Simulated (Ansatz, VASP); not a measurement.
**One calculation of K2Cl, two programs**

```
CELL_PARAMETERS angstrom
4.52025 0.00000 0.00000
0.00000 4.52025 0.00000
0.00000 0.00000 16.67974
ATOMIC_POSITIONS crystal
K 0.00000 0.50000 0.87130
K 0.50000 0.00000 0.37130
K 0.50000 0.00000 0.62870
K 0.00000 0.50000 0.12870
Cl 0.00000 0.00000 0.75000
Cl 0.00000 0.00000 0.25000
```

Change from the starting cell: species swapped into the AuI2 type (P4_2/mmc, No. 131).

Alike in both runs: functional PBE; k mesh 4 × 4 × 2; occupations gaussian, width 0.1 eV; no spin polarisation.

Ansatz relaxed the structure, and its values are those at the end. VASP's run is a single point on that final structure, the one shown.

|  | VASP | Ansatz |
| --- | --- | --- |
| version | VASP 6.6.1 | Ansatz 0.2.0 |
| potentials or method | VASP PAW PBE potentials, release 64 (K_sv, Cl), cutoff 520 eV | scalar-relativistic, plane waves, PAW |
| valence electrons in the cell | 50 | 50 |

|  | VASP | Ansatz | Ansatz less VASP |
| --- | --- | --- | --- |
| gap on the k mesh at the Fermi level (eV) | none | none | - |
| pressure (GPa) | 0.1 | 0.1 | 0.00 |
| rms of the force components (eV/Å) | 0.004 | 0.000 | -0.0040 |

A gap of «none» marks a metal or a gap that the smearing closes.
